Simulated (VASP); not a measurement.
Ta6F, 7 atoms in the cell. The cell holds a slab with vacuum, 7 atoms: a = 4.600 Å, b = 4.600 Å, c = 21.402 Å, α = 90.00°, β = 90.00°, γ = 120.00°. 

| Item | Value |
| --- | --- |
| Program | VASP 6.6.1 |
| Task | single point |
| Functional | LDA |
| Potentials or basis | VASP PAW LDA potentials, release 64 (Ta_pv, F) |
| Cutoff | 520 eV |
| k mesh | 6 × 6 × 1 |
| Occupations | gaussian, width 0.1 eV |
| Spin | collinear spin, ferromagnetic start |
| Starting moments | [0.0, 0.0, 0.0, 0.0, 0.0, 0.0, 1.0] μB |
| Dipole correction | yes |
| Further INCAR settings | ALGO = Normal; EDIFF = 1e-06; NBANDS = 50 |

Potentials or basis: VASP PAW LDA potentials, release 64 (Ta_pv, F).

Launch:

```sh
$ cat potpaw_LDA.64/Ta_pv/POTCAR potpaw_LDA.64/F/POTCAR > POTCAR
$ mpirun -np 1 vasp_std > vasp.out
```

Hardware: 1 thread of AMD EPYC 7R13 Processor (Zen 3) (shared host).

Question: Estimate the wall time of this run.

Answer: Run time: 8.4 min on 1 thread of AMD EPYC 7R13 Processor (Zen 3), with other jobs on the host, peak memory 0.49 GiB. Counts: scf iterations 37, k points 7.
